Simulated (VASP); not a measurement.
# SrTiO3 (Tausonite) (Pm-3m) in VASP: a series of runs

Runs on SrTiO3 (Tausonite). Level: r2SCAN. Tasks: single point, relaxation of cell and atoms.

Everything below comes from runs of VASP 6.6.1. Logs are shortened: lines on timing, memory, paths and dates and some standing lists are left out, and cuts for length are marked.

**1. The cell of the first run**

The structure is cubic, space group Pm-3m (No. 221). The conventional cell has a = 3.983 Å, b = 3.983 Å, c = 3.983 Å, α = 90.00°, β = 90.00°, γ = 90.00°. Within 3.7 Å of Sr (site symmetry m-3m) lie 12 O at 2.82 Å and 8 Ti at 3.45 Å. Ti (site symmetry m-3m) has 6 O at 1.99 Å within 2.6 Å. O (site symmetry 4/mmm) has 2 Ti at 1.99 Å within 2.6 Å.

**2. Single point, r2SCAN (volume scaled by 1.06)**

Contents of POSCAR:

```
SrTiO3
1.0
    3.9834704818      0.0000000000      0.0000000000
    0.0000000000      3.9834704818      0.0000000000
    0.0000000000      0.0000000000      3.9834704818
Sr Ti O
1 1 3
Direct
    0.5000000000      0.5000000000      0.5000000000
    0.0000000000      0.0000000000      0.0000000000
    0.5000000000      0.0000000000      0.0000000000
    0.0000000000      0.5000000000      0.0000000000
    0.0000000000      0.0000000000      0.5000000000
```

Contents of INCAR.step1:

```
SYSTEM = SrTiO3
  ALGO = Normal
  EDIFF = 1E-4
  ENCUT = 520
  GGA = PE
  ISMEAR = 0
  LASPH = .True.
  LCHARG = .False.
  LREAL = .False.
  LWAVE = .True.
  NBANDS = 28
  NELM = 80
  PREC = Accurate
  SIGMA = 0.02
```

Contents of INCAR.step2:

```
SYSTEM = SrTiO3
  ALGO = Normal
  EDIFF = 1E-6
  ENCUT = 520
  ISIF = 2
  ISMEAR = 0
  ISTART = 1
  LASPH = .True.
  LCHARG = .True.
  LELF = .True.
  LMIXTAU = .True.
  LREAL = .False.
  LVHAR = .True.
  LWAVE = .False.
  METAGGA = R2SCAN
  NBANDS = 28
  NELM = 80
  PREC = Accurate
  SIGMA = 0.02
```

Contents of KPOINTS:

```
k-points
0
Gamma
  8 8 8
  0 0 0
```

Potentials or basis: VASP PAW PBE potentials, release 64 (Sr_sv, Ti_sv, O).

Run with:

```
$ cat potpaw_PBE.64/Sr_sv/POTCAR potpaw_PBE.64/Ti_sv/POTCAR potpaw_PBE.64/O/POTCAR > POTCAR
$ cp INCAR.step1 INCAR
$ mpirun -np 1 vasp_std > vasp.out
$ cp INCAR.step2 INCAR
$ mpirun -np 1 vasp_std > vasp.out
```

OUTCAR:

```text
SYSTEM = SrTiO3
   EDIFF = 1E-6
   ENCUT = 520
   ISIF = 2
   ISMEAR = 0
   ISTART = 1
   LASPH = .True.
   LREAL = .False.
   METAGGA = R2SCAN
   NELM = 80
   PREC = Accurate

 ion  position               nearest neighbor table
   1  0.500  0.500  0.500-   3 2.82   4 2.82   5 2.82   3 2.82   4 2.82   3 2.82   5 2.82   3 2.82
                             4 2.82   5 2.82   4 2.82   5 2.82   2 3.45   2 3.45   2 3.45   2 3.45
   2  0.000  0.000  0.000-   3 1.99   4 1.99   5 1.99   5 1.99   4 1.99   3 1.99   1 3.45   1 3.45
                             1 3.45   1 3.45   1 3.45   1 3.45   1 3.45   1 3.45
   3  0.500  0.000  0.000-   2 1.99   2 1.99   1 2.82   1 2.82   1 2.82   1 2.82
   4  0.000  0.500  0.000-   2 1.99   2 1.99   1 2.82   1 2.82   1 2.82   1 2.82
   5  0.000  0.000  0.500-   2 1.99   2 1.99   1 2.82   1 2.82   1 2.82   1 2.82

  LATTYP: Found a simple cubic cell.
 ALAT       =     3.9834704818

  Lattice vectors:

 A1 = (   3.9834704818,   0.0000000000,   0.0000000000)
 A2 = (   0.0000000000,   3.9834704818,   0.0000000000)
 A3 = (   0.0000000000,   0.0000000000,   3.9834704818)

Analysis of symmetry for initial positions (statically):
=====================================================================
 Subroutine PRICEL returns:
 Original cell was already a primitive cell.

 Routine SETGRP: Setting up the symmetry group for a
 simple cubic supercell.

 Subroutine GETGRP returns: Found 48 space group operations
 (whereof 48 operations were pure point group operations)
 out of a pool of 48 trial point group operations.

The static configuration has the point symmetry O_h .

Analysis of symmetry for dynamics (positions and initial velocities):
=====================================================================
 Subroutine PRICEL returns:
 Original cell was already a primitive cell.

 Routine SETGRP: Setting up the symmetry group for a
 simple cubic supercell.

 Subroutine GETGRP returns: Found 48 space group operations
 (whereof 48 operations were pure point group operations)
 out of a pool of 48 trial point group operations.

The dynamic configuration has the point symmetry O_h .

 Subroutine INISYM returns: Found 48 space group operations
 (whereof 48 operations are pure point group operations),
 and found     1 'primitive' translations

----------------------------------------------------------------------------------------

                                     Primitive cell

  volume of cell :      63.2099

  direct lattice vectors                    reciprocal lattice vectors
     3.983470482  0.000000000  0.000000000     0.251037382  0.000000000  0.000000000
     0.000000000  3.983470482  0.000000000     0.000000000  0.251037382  0.000000000
     0.000000000  0.000000000  3.983470482     0.000000000  0.000000000  0.251037382

  length of vectors
     3.983470482  3.983470482  3.983470482     0.251037382  0.251037382  0.251037382

  position of ions in fractional coordinates (direct lattice)
     0.500000000  0.500000000  0.500000000
     0.000000000  0.000000000  0.000000000
     0.500000000  0.000000000  0.000000000
     0.000000000  0.500000000  0.000000000
     0.000000000  0.000000000  0.500000000

  ion indices of the primitive-cell ions
   primitive index   ion index
                 1           1
                 2           2
                 3           3
                 4           4
                 5           5

----------------------------------------------------------------------------------------

 KPOINTS: k-points

Automatic generation of k-mesh.
 Grid dimensions read from file:
 generate k-points for:    8    8    8

 Generating k-lattice:

  Cartesian coordinates                     Fractional coordinates (reciprocal lattice)
     0.031379673  0.000000000  0.000000000     0.125000000  0.000000000  0.000000000
     0.000000000  0.031379673  0.000000000     0.000000000  0.125000000  0.000000000
     0.000000000  0.000000000  0.031379673     0.000000000  0.000000000  0.125000000

  Length of vectors
[... 47 lines left out ...]

 Free energy of the ion-electron system (eV)
  ---------------------------------------------------
  ext. energy  EPLUGINS =         0.00000000
  ---------------------------------------------------
  free energy    TOTEN  =       -63.23917085 eV

  energy without entropy =      -63.23917085  energy(sigma->0) =      -63.23917085

 E-fermi :   3.6316     XC(G=0): -11.5964

 val. band max:        3.3736623804   @ k =   0.5000   0.5000   0.5000
 cond. band min:       5.5143008635   @ k =   0.0000   0.0000   0.0000
 fundamental gap:      2.1406384831
 Fermi energy:         3.6315972451

 k-point     1 :       0.0000    0.0000    0.0000
  band No.  band energies     occupation
      1     -55.5706      2.00000
      2     -30.7284      2.00000
      3     -30.7284      2.00000
      4     -30.7284      2.00000
      5     -30.6888      2.00000
      6     -14.8295      2.00000
[... 20 lines left out ...]
     27       9.2759      0.00000
     28       9.9081      0.00000

 k-point     2 :       0.1250    0.0000    0.0000
  band No.  band energies     occupation
      1     -55.5704      2.00000
      2     -30.7537      2.00000
      3     -30.7281      2.00000
      4     -30.7281      2.00000
      5     -30.6697      2.00000
      6     -14.8248      2.00000
[... 20 lines left out ...]
     27       9.5316      0.00000
     28      10.2674      0.00000

 k-point     3 :       0.2500    0.0000    0.0000
  band No.  band energies     occupation
      1     -55.5700      2.00000
      2     -30.7920      2.00000
      3     -30.7273      2.00000
      4     -30.7273      2.00000
      5     -30.6462      2.00000
      6     -14.8522      2.00000
[... 20 lines left out ...]
     27      10.1493      0.00000
     28      11.2610      0.00000

 k-point     4 :       0.3750    0.0000    0.0000
  band No.  band energies     occupation
      1     -55.5695      2.00000
      2     -30.8223      2.00000
      3     -30.7266      2.00000
      4     -30.7266      2.00000
      5     -30.6305      2.00000
      6     -14.9180      2.00000
[... 578 lines left out ...]
     27      11.8870      0.00000
     28      12.1412      0.00000

 k-point    23 :       0.3750    0.3750    0.1250
  band No.  band energies     occupation
      1     -55.5684      2.00000
      2     -30.7896      2.00000
      3     -30.7771      2.00000
      4     -30.7338      2.00000
      5     -30.6469      2.00000
      6     -14.4129      2.00000
[... 20 lines left out ...]
     27      11.9199      0.00000
     28      12.3599      0.00000

 k-point    24 :       0.5000    0.3750    0.1250
  band No.  band energies     occupation
      1     -55.5682      2.00000
      2     -30.7928      2.00000
      3     -30.7769      2.00000
      4     -30.7332      2.00000
      5     -30.6506      2.00000
      6     -14.3353      2.00000
[... 20 lines left out ...]
     27      11.9495      0.00000
     28      12.4810      0.00000

 [... further k-points ...]
[... 5 lines left out ...]
  --------------------------------------------------------------------------------------
  -------------------------------------------------------------------------------------
  Total       -3.5285085     -3.5285085     -3.5285085     -0.0000000     -0.0000000      0.0000000
  in kB      -89.4369415    -89.4369415    -89.4369415     -0.0000000     -0.0000000      0.0000000
  external PRESSURE =     -89.4369415 kB  Pullay stress =       0.0000000 kB

 VOLUME and BASIS-vectors are now :
 -----------------------------------------------------------------------------
  energy-cutoff  :      520.00
  volume of cell :       63.21
      direct lattice vectors                 reciprocal lattice vectors
     3.983470482  0.000000000  0.000000000     0.251037382  0.000000000  0.000000000
     0.000000000  3.983470482  0.000000000     0.000000000  0.251037382  0.000000000
     0.000000000  0.000000000  3.983470482     0.000000000  0.000000000  0.251037382

 POSITION                                       TOTAL-FORCE (eV/Angst)
 -----------------------------------------------------------------------------------
      1.99174      1.99174      1.99174         0.000000      0.000000      0.000000
      0.00000      0.00000      0.00000         0.000000      0.000000      0.000000
      1.99174      0.00000      0.00000         0.000000      0.000000      0.000000
      0.00000      1.99174      0.00000         0.000000      0.000000      0.000000
      0.00000      0.00000      1.99174         0.000000      0.000000      0.000000
 -----------------------------------------------------------------------------------
    total drift:                                0.000000     -0.000000      0.000000

  FREE ENERGIE OF THE ION-ELECTRON SYSTEM (eV)
  ---------------------------------------------------
  free  energy   TOTEN  =       -63.2391708496 eV

  energy  without entropy=      -63.2391708496  energy(sigma->0) =      -63.23917085
```

It took 3.1 min on 1 thread of Intel Xeon 6975P-C (Granite Rapids), shared host; peak memory 0.21 GiB.

Results:

```
Free energy            : -63.2392 eV
Pressure               : -8.9 GPa
Band gap on the k mesh : 2.14 eV, indirect (least direct gap 2.55 eV)
```

Caveat: the cell differs from its parent crystal (volume scaled by 1.06); the PAW data sets were made with another functional, which shifts forces and pressure a little. A k mesh can miss the band edges.

**3. Single point, r2SCAN (volume scaled by 1.10)**

Changes to POSCAR since step 2:

```diff
@@ -2,5 +2,5 @@
 1.0
-    3.9834704818      0.0000000000      0.0000000000
-    0.0000000000      3.9834704818      0.0000000000
-    0.0000000000      0.0000000000      3.9834704818
+    4.0329596475      0.0000000000      0.0000000000
+    0.0000000000      4.0329596475      0.0000000000
+    0.0000000000      0.0000000000      4.0329596475
 Sr Ti O
```

Contents of INCAR.step1:

```
  PREC = Accurate
  ENCUT = 520
  ISMEAR = 0
  SIGMA = 0.02
  LREAL = F
  LASPH = T
  NELM = 60
  NBANDS = 28
  GGA = PE
  ALGO = Normal
  EDIFF = 1E-4
  LWAVE = T
  LCHARG = F
```

Contents of INCAR.step2:

```
  PREC = Accurate
  ENCUT = 520
  EDIFF = 1E-6
  ISMEAR = 0
  SIGMA = 0.02
  LREAL = F
  LASPH = T
  NELM = 60
  ALGO = Normal
  ISIF = 2
  LWAVE = F
  LCHARG = T
  METAGGA = R2SCAN
  LMIXTAU = T
  LELF = T
  LVHAR = T
  NBANDS = 28
  ISTART = 1
```

Contents of KPOINTS:

```
Automatic mesh
0
Gamma
  8 8 8
```

Potentials or basis: VASP PAW PBE potentials, release 64 (Sr_sv, Ti_sv, O).

Run with:

```
$ cat potpaw_PBE.64/Sr_sv/POTCAR potpaw_PBE.64/Ti_sv/POTCAR potpaw_PBE.64/O/POTCAR > POTCAR
$ cp INCAR.step1 INCAR
$ mpirun -np 1 vasp_std > vasp.out
$ cp INCAR.step2 INCAR
$ mpirun -np 1 vasp_std > vasp.out
```

It took 2.1 min on 1 thread of Intel Xeon 6975P-C (Granite Rapids), shared host; peak memory 0.21 GiB.

The run converged. Its results:

```yaml
Free_energy: -63.0702 eV
Pressure: -14.0 GPa
Band_gap_on_the_k_mesh: 2.05 eV, indirect (least direct gap 2.48 eV)
```

Levels at points of the mesh, in eV from the valence-band top:
```csv
k point,band 17,band 18,band 19,band 20,band 21,band 22,band 23,band 24
"(0.00, 0.00, 0.00)",-1.06,-0.42,-0.42,-0.42,2.05,2.05,2.05,3.90
"(0.50, 0.00, 0.00)",-2.13,-1.73,-0.76,-0.76,2.18,3.66,3.66,3.91
"(0.50, 0.50, 0.00)",-1.83,-1.50,-1.50,-0.08,3.66,3.66,4.10,4.80
"(0.50, 0.50, 0.50)",-3.51,0.00,0.00,0.00,4.25,4.25,4.25,7.25
```

Caveat: the cell differs from its parent crystal (volume scaled by 1.10); the PAW data sets were made with another functional, which shifts forces and pressure a little. A k mesh can miss the band edges.

**4. Relaxation of cell and atoms, r2SCAN**

This run uses another cell than the first one, of 11.91 Å³/atom, 0.942 times its volume.

Changes to POSCAR since step 3:

```diff
@@ -2,5 +2,5 @@
 1.0
-    4.0329596475      0.0000000000      0.0000000000
-    0.0000000000      4.0329596475      0.0000000000
-    0.0000000000      0.0000000000      4.0329596475
+    3.9052800000      0.0000000000      0.0000000000
+    0.0000000000      3.9052800000      0.0000000000
+    0.0000000000      0.0000000000      3.9052800000
 Sr Ti O
```

Contents of INCAR.step1:

```
SYSTEM = SrTiO3
PREC = Accurate
ENCUT = 600
ISMEAR = 0
SIGMA = 0.02
LREAL = .False.
LASPH = .True.
NELM = 60
GGA = PE
ALGO = Normal
EDIFF = 1E-4
LWAVE = .True.
LCHARG = .False.
```

Contents of INCAR.step2:

```
SYSTEM = SrTiO3
PREC = Accurate
ENCUT = 600
EDIFF = 1E-7
ISMEAR = 0
SIGMA = 0.02
LREAL = .False.
LASPH = .True.
NELM = 60
ALGO = Normal
ISIF = 3
LWAVE = .False.
LCHARG = .False.
METAGGA = R2SCAN
LMIXTAU = .True.
IBRION = 2
NSW = 100
EDIFFG = -0.005
ISTART = 1
```

Contents of KPOINTS:

```
regular mesh
0
Gamma
  8 8 8
  0 0 0
```

Run with:

```
$ cat potpaw_PBE.64/Sr_sv/POTCAR potpaw_PBE.64/Ti_sv/POTCAR potpaw_PBE.64/O/POTCAR > POTCAR
$ cp INCAR.step1 INCAR
$ mpirun -np 1 vasp_std > vasp.out
$ cp INCAR.step2 INCAR
$ mpirun -np 1 vasp_std > vasp.out
```

Wall time 2.8 min (1 thread of Intel Xeon 6975P-C (Granite Rapids), shared host); peak memory 0.24 GiB.

It converged, with:

```
Free energy                            : -63.3383 eV
Relaxed volume                         : 11.98 Å³/atom
Relaxed cell                           : a = 3.912 Å, b = 3.912 Å, c = 3.912 Å, α = 90.00°, β = 90.00°, γ = 90.00°
Space group after relaxing (to 0.05 Å) : Pm-3m (No. 221)
Energy gained by relaxing              : 0.2 meV/atom
Ionic steps                            : 3
Pressure after relaxing                : 0.0 GPa
Band gap on the k mesh                 : 2.27 eV, indirect (least direct gap 2.65 eV)
```

Step by step:
| step | energy change (eV) | largest force (eV/Å) | pressure (GPa) | volume (Å³) |
| --- | --- | --- | --- | --- |
| 1 | 0.0000 | 0.0000 | 1.02 | 59.56 |
| 2 | 0.0001 | 0.0000 | -1.04 | 60.22 |
| 3 | -0.0010 | 0.0000 | 0.01 | 59.88 |

Final structure:
```
Sr Ti O
1.0
     3.91220    0.00000    0.00000
     0.00000    3.91220    0.00000
     0.00000    0.00000    3.91220
Sr Ti O
1 1 3
Direct
  0.50000 0.50000 0.50000
  0.00000 0.00000 0.00000
  0.50000 0.00000 0.00000
  0.00000 0.50000 0.00000
  0.00000 0.00000 0.50000
```

Levels at points of the mesh, in eV from the valence-band top:
```csv
k point,band 17,band 18,band 19,band 20,band 21,band 22,band 23,band 24
"(0.00, 0.00, 0.00)",-1.20,-0.39,-0.39,-0.39,2.27,2.27,2.27,4.56
"(0.50, 0.00, 0.00)",-2.35,-1.99,-0.77,-0.77,2.43,4.15,4.15,4.57
"(0.50, 0.50, 0.00)",-1.80,-1.60,-1.60,-0.09,4.16,4.16,4.64,5.60
"(0.50, 0.50, 0.50)",-3.78,0.00,0.00,0.00,4.85,4.85,4.85,7.61
```

Caveat: the PAW data sets were made with another functional, which shifts forces and pressure a little.

**5. Relaxation of cell and atoms, r2SCAN**

This run uses another cell than the first one, of 11.93 Å³/atom, 0.943 times its volume.

Changes to POSCAR since step 4:

```diff
@@ -2,5 +2,5 @@
 1.0
-    3.9052800000      0.0000000000      0.0000000000
-    0.0000000000      3.9052800000      0.0000000000
-    0.0000000000      0.0000000000      3.9052800000
+    3.9068462011      0.0000000000      0.0000000000
+    0.0000000000      3.9068462011      0.0000000000
+    0.0000000000      0.0000000000      3.9068462011
 Sr Ti O
```

Contents of INCAR.step1:

```
SYSTEM = SrTiO3
ALGO = Normal
EDIFF = 1E-4
ENCUT = 600
GGA = PE
ISMEAR = 0
LASPH = .True.
LCHARG = .False.
LREAL = .False.
LWAVE = .True.
NELM = 80
PREC = Accurate
SIGMA = 0.01
```

Contents of INCAR.step2:

```
SYSTEM = SrTiO3
ALGO = Normal
EDIFF = 1E-6
EDIFFG = -0.001
ENCUT = 600
IBRION = 2
ISIF = 3
ISMEAR = 0
ISTART = 1
LASPH = .True.
LCHARG = .False.
LMIXTAU = .True.
LREAL = .False.
LWAVE = .False.
METAGGA = R2SCAN
NELM = 80
NSW = 80
PREC = Accurate
SIGMA = 0.01
```

Contents of KPOINTS:

```
k-points
0
Gamma
  8 8 8
  0 0 0
```

Run with:

```
$ cat potpaw_PBE.64/Sr_sv/POTCAR potpaw_PBE.64/Ti_sv/POTCAR potpaw_PBE.64/O/POTCAR > POTCAR
$ cp INCAR.step1 INCAR
$ mpirun -np 1 vasp_std > vasp.out
$ cp INCAR.step2 INCAR
$ mpirun -np 1 vasp_std > vasp.out
```

Wall time 2.6 min (1 thread of Intel Xeon 6975P-C (Granite Rapids), shared host); peak memory 0.24 GiB.

The run converged. Its results:

```
Free energy                            : -63.3385 eV
Relaxed volume                         : 11.98 Å³/atom
Relaxed cell                           : a = 3.912 Å, b = 3.912 Å, c = 3.912 Å, α = 90.00°, β = 90.00°, γ = 90.00°
Space group after relaxing (to 0.05 Å) : Pm-3m (No. 221)
Energy gained by relaxing              : 0.1 meV/atom
Ionic steps                            : 3
Pressure after relaxing                : 0.0 GPa
Band gap on the k mesh                 : 2.27 eV, indirect (least direct gap 2.65 eV)
```

The path:
| step | energy change (eV) | largest force (eV/Å) | pressure (GPa) | volume (Å³) |
| --- | --- | --- | --- | --- |
| 1 | 0.0000 | 0.0000 | 0.78 | 59.63 |
| 2 | 0.0001 | 0.0000 | -0.80 | 60.14 |
| 3 | -0.0006 | 0.0000 | 0.01 | 59.88 |

Final structure:
```xyz
5
Lattice="3.9122 0.0000 0.0000 0.0000 3.9122 0.0000 0.0000 0.0000 3.9122" Properties=species:S:1:pos:R:3 pbc="T T T"
Sr    1.9561    1.9561    1.9561
Ti    0.0000    0.0000    0.0000
O     1.9561    0.0000    0.0000
O     0.0000    1.9561    0.0000
O     0.0000    0.0000    1.9561
```

Levels at points of the mesh, in eV from the valence-band top:
```
           k point  band 16  band 17  band 18  band 19  band 20  band 21  band 22  band 23  band 24
(0.00, 0.00, 0.00)    -1.20    -1.20    -0.39    -0.39    -0.39     2.27     2.27     2.27     4.56
(0.50, 0.00, 0.00)    -2.35    -2.35    -1.99    -0.77    -0.77     2.43     4.15     4.15     4.57
(0.50, 0.50, 0.00)    -2.84    -1.80    -1.60    -1.60    -0.09     4.16     4.16     4.64     5.60
(0.50, 0.50, 0.50)    -3.78    -3.78     0.00     0.00     0.00     4.85     4.85     4.85     7.61
```

Caveat: the PAW data sets were made with another functional, which shifts forces and pressure a little. A k mesh can miss the band edges.

**6. The runs side by side**

```csv
task,cell,cutoff (eV),smearing,gap on the mesh (eV),pressure (GPa),relaxed volume (Å³/atom)
single point,"a = 3.983 Å, 5 atoms",520,gaussian 0.02 eV,2.14,-8.9,-
single point,"a = 4.033 Å, 5 atoms",520,gaussian 0.02 eV,2.05,-14.0,-
relaxation of cell and atoms,"relaxed from a = 3.905 Å, 5 atoms",600,gaussian 0.02 eV,2.27,0.0,11.98
relaxation of cell and atoms,"relaxed from a = 3.907 Å, 5 atoms",600,gaussian 0.01 eV,2.27,0.0,11.98
```

Alike in all rows: level r2SCAN; potentials or basis VASP PAW PBE potentials, release 64 (Sr_sv, Ti_sv, O); no spin polarisation; k mesh 8 × 8 × 8.

Caveats: the PAW data sets were made with another functional, which shifts forces and pressure a little.

Total energies depend on the potentials used, so only differences within one code and one set of settings carry meaning.
